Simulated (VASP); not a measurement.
Wanted: the native input for a VASP 6.6.1 run.

| Property | Result |
| --- | --- |
| Task | single point |
| Functional | RPBE |
| Potentials or basis | VASP PAW PBE potentials, release 64 (P) |
| Cutoff | 520 eV |
| k mesh | 23 × 23 × 23 |
| Occupations | fermi-dirac, width 0.1 eV |
| Spin | no spin polarisation |
| Dipole correction | no |
| Further INCAR settings | ALGO = Normal; EDIFF = 1e-06; NBANDS = 8 |

The structure of P lies in POSCAR:

```
P
1.0
    0.0000000000      1.9472695300      1.9472695300
    1.9472695300      0.0000000000      1.9472695300
    1.9472695300      1.9472695300      0.0000000000
P
1
Direct
    0.0000000000      0.0000000000      0.0000000000
```

These files were run (other wordings do the same):

INCAR

```
SYSTEM = P
ALGO = Normal
EDIFF = 1E-6
ENCUT = 520
GGA = RP
ISIF = 2
ISMEAR = -1
LASPH = .TRUE.
LCHARG = .FALSE.
LREAL = .FALSE.
LWAVE = .FALSE.
NBANDS = 8
NELM = 80
PREC = Accurate
SIGMA = 0.1
```

KPOINTS

```
k-points
0
G
  23 23 23
  0 0 0
```

Potentials or basis: VASP PAW PBE potentials, release 64 (P).

Launch:

```sh
$ cat potpaw_PBE.64/P/POTCAR > POTCAR
$ mpirun -np 1 vasp_std > vasp.out
```

Results of the run:

```yaml
Pressure: -0.6 GPa
```

Caveat: the PAW data sets were made with another functional, which shifts forces and pressure a little.

Wall time 9.7 s on 1 thread of Intel(R) Xeon(R) 6975P-C (Granite Rapids), on a shared host, peak memory 0.14 GiB.
